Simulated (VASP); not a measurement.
Crystal: Sr3Bi.

```
Sr Bi
1.0
     0.00000    4.70160    4.70160
     4.70160    0.00000    4.70160
     4.70160    4.70160    0.00000
Sr Bi
3 1
Direct
  0.50000 0.50000 0.50000
  0.25000 0.25000 0.25000
  0.75000 0.75000 0.75000
  0.00000 0.00000 0.00000
```

* Program: VASP 6.6.1
* Task: relaxation of cell and atoms
* Functional: PBE
* Potentials or basis: VASP PAW PBE potentials, release 64 (Sr_sv, Bi_d)
* Cutoff: 600 eV
* k mesh: 4 × 4 × 4
* Occupations: gaussian, width 0.1 eV
* Spin: no spin polarisation

At the start: pressure -2.3 GPa; volume 51.96 Å³/atom.

Question: How do energy, volume and symmetry change on relaxing?

Answer: Over 3 steps the energy falls by 83.4 meV/atom and the volume is 42.00 Å³/atom (-19.2 %); space group Fm-3m (No. 225, to 0.05 Å).

Step by step:
```csv
step,energy change (eV),largest force (eV/Å),pressure (GPa),volume (Å³)
1,0.0000,0.0000,-2.33,207.86
2,-0.2539,0.0000,-1.35,185.97
3,-0.3335,0.0000,0.11,168.00
```

Final structure:
```cif
data_structure
_symmetry_space_group_name_H-M 'P 1'
_symmetry_Int_Tables_number 1
_cell_length_a 6.1936
_cell_length_b 6.1936
_cell_length_c 6.1936
_cell_angle_alpha 60.000
_cell_angle_beta 60.000
_cell_angle_gamma 60.000
_cell_volume 168.00
loop_
_atom_site_label
_atom_site_type_symbol
_atom_site_fract_x
_atom_site_fract_y
_atom_site_fract_z
_atom_site_occupancy
Sr1 Sr 0.50000 0.50000 0.50000 1
Sr2 Sr 0.25000 0.25000 0.25000 1
Sr3 Sr 0.75000 0.75000 0.75000 1
Bi1 Bi 0.00000 0.00000 0.00000 1
```

Caveat: the volume moved by over 15 % at a fixed basis, so the end points are rough.
